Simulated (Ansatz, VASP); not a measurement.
SiO2: VASP beside Ansatz

File INCAR:

```
SYSTEM = SiO2
PREC = Accurate
ENCUT = 520
EDIFF = 1E-7
ISMEAR = -1
SIGMA = 0.05
LREAL = .FALSE.
LASPH = .TRUE.
NELM = 60
ALGO = Normal
ISIF = 2
LWAVE = .FALSE.
LCHARG = .FALSE.
GGA = PS
NBANDS = 25
```

KPOINTS

```
Automatic mesh
0
G
  6 6 10
  0 0 0
```

File POSCAR:

```
SiO2
1.0
    4.2047576137      0.0000000000      0.0000000000
    0.0000000000      4.2047576137      0.0000000000
    0.0000000000      0.0000000000      2.6754173077
Si O
2 4
Direct
    0.0000000000      0.0000000000      0.0000000000
    0.5000000000      0.5000000000      0.5000000000
    0.8068390000      0.1931610000      0.5000000000
    0.3068390000      0.3068390000      0.0000000000
    0.1931610000      0.8068390000      0.5000000000
    0.6931610000      0.6931610000      0.0000000000
```

Contents of input.yaml:

```yaml
crystal:
  lattice:
    - [4.2047576137, 0.0, 0.0]
    - [0.0, 4.2047576137, 0.0]
    - [0.0, 0.0, 2.6754173077]
  atoms:
    - { symbol: Si, position: [0.0, 0.0, 0.0] }
    - { symbol: Si, position: [0.5, 0.5, 0.5] }
    - { symbol: O, position: [0.806839, 0.193161, 0.5] }
    - { symbol: O, position: [0.306839, 0.306839, 0.0] }
    - { symbol: O, position: [0.193161, 0.806839, 0.5] }
    - { symbol: O, position: [0.693161, 0.693161, 0.0] }
kpoints:
  mp_grid: { grid: [6, 6, 10] }
scf:
  occupations: { method: fermi_dirac, width: 0.05 }
hamiltonian:
  xc: pbesol
  pseudopotentials: { kind: all_electron, lapw: { basis_error: 0.001 } }
output:
  forces: true
  stress: true
  eigenvalues: true
```

Change from the starting cell: volume scaled by 0.98.

Alike in both runs: task single point; functional PBEsol; k mesh 6 × 6 × 10; occupations fermi-dirac, width 0.05 eV; no spin polarisation.

|  | VASP | Ansatz |
| --- | --- | --- |
| version | VASP 6.6.1 | Ansatz 0.2.0 |
| potentials or method | VASP PAW PBE potentials, release 64 (Si, O), cutoff 520 eV | all-electron LAPW, scalar-relativistic |

Ansatz gave:

```
gap on the k mesh at the Fermi level (eV)                     : 5.35
least direct gap on the mesh (eV)                             : 5.35
pressure (GPa)                                                : -0.6
traceless stress, the component that is largest in VASP (GPa) : 0.51
rms of the force components (eV/Å)                            : 0.045
```

Task: Estimate VASP's values.

Result: gap on the k mesh at the Fermi level (eV): 5.34; least direct gap on the mesh (eV): 5.34; pressure (GPa): 0.1; traceless stress, the component that is largest in VASP (GPa): 1.16; rms of the force components (eV/Å): 0.065.

VASP's potentials were made for PBE, not for PBEsol. Atom by atom the forces differ by 0.021 eV/Å (rms over components). Ansatz ran all-electron here, and VASP with PAW potentials.
